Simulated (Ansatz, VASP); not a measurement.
**One calculation of KTaO3, two programs**

Contents of INCAR:

```
PREC = Accurate
ENCUT = 520
EDIFF = 1E-6
ISMEAR = 0
SIGMA = 0.05
LREAL = False
LASPH = True
NELM = 100
ALGO = Normal
ISIF = 2
LWAVE = False
LCHARG = False
GGA = PE
NBANDS = 27
```

Contents of KPOINTS:

```
Automatic mesh
0
Gamma
  8 8 8
```

Contents of POSCAR:

```
KTaO3
1.0
    4.1007051413      0.0000000000      0.0000000000
    0.0000000000      4.1007051413      0.0000000000
    0.0000000000      0.0000000000      3.7726487300
K Ta O
1 1 3
Direct
    0.5000000000      0.5000000000      0.5000000000
    0.0000000000      0.0000000000      0.0000000000
    0.5000000000      0.0000000000      0.0000000000
    0.0000000000      0.5000000000      0.0000000000
    0.0000000000      0.0000000000      0.5000000000
```

Input for Ansatz:

```yaml
crystal:
  lattice:
    - [4.1007051413, 0.0, 0.0]
    - [0.0, 4.1007051413, 0.0]
    - [0.0, 0.0, 3.77264873]
  atoms:
    - { symbol: K, position: [0.5, 0.5, 0.5] }
    - { symbol: Ta, position: [0.0, 0.0, 0.0] }
    - { symbol: O, position: [0.5, 0.0, 0.0] }
    - { symbol: O, position: [0.0, 0.5, 0.0] }
    - { symbol: O, position: [0.0, 0.0, 0.5] }
basis:
  ecutwfc: 420
kpoints:
  mp_grid: { grid: [8, 8, 8] }
hamiltonian:
  xc: pbe
scf:
  occupations: { method: gaussian, width: 0.05 }
output:
  forces: true
  stress: true
  eigenvalues: true
```

Alike in both runs: task single point; functional PBE; k mesh 8 × 8 × 8; occupations gaussian, width 0.05 eV; no spin polarisation.

|  | VASP | Ansatz |
| --- | --- | --- |
| version | VASP 6.6.1 | Ansatz 0.2.0 |
| potentials or method | VASP PAW PBE potentials, release 64 (K_sv, Ta_pv, O), cutoff 520 eV | scalar-relativistic, plane waves, PAW |
| valence electrons in the cell | 38 | 40 |

```csv
,VASP,Ansatz,Ansatz less VASP
gap on the k mesh at the Fermi level (eV),2.01,2.06,+0.045
least direct gap on the mesh (eV),2.58,2.63,+0.044
pressure (GPa),8.9,8.2,-0.75
"traceless stress, the component that is largest in VASP (GPa)",24.41,23.99,-0.416
```

VASP's potentials hold 38 valence electrons a cell and Ansatz's 40, so a difference there can come from the potentials and not from the codes.

Spin-orbit coupling is off throughout.
